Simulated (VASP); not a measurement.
Runs of VASP 6.6.1 on Ca. The structure is that of space group Im-3m (No. 229), or close to it. The cells are those of the table. 

```csv
cell,gap on the mesh (eV),pressure (GPa)
"a = 3.829 Å, angles 108.4, 108.4, 111.7°, 1 atom",none,0.1
"a = 3.841 Å, angles 108.7, 108.7, 111.1°, 1 atom",none,-0.1
"a = 3.854 Å, angles 108.9, 108.9, 110.6°, 1 atom",none,(a)
"a = 3.867 Å, angles 109.2, 109.2, 110.0°, 1 atom",none,-0.4
```

Alike in all rows: task single point; level r2SCAN; potentials or basis VASP PAW PBE potentials, release 64 (Ca_sv); no spin polarisation; k mesh 16 × 16 × 16; cutoff (eV) 520; smearing gaussian 0.15 eV.

Question: Fill in the values left out.

Answer: (a) -0.3.

Caveats: the PAW data sets were made with another functional, which shifts forces and pressure a little.

A gap of «none» marks levels without a gap at the run's occupations.
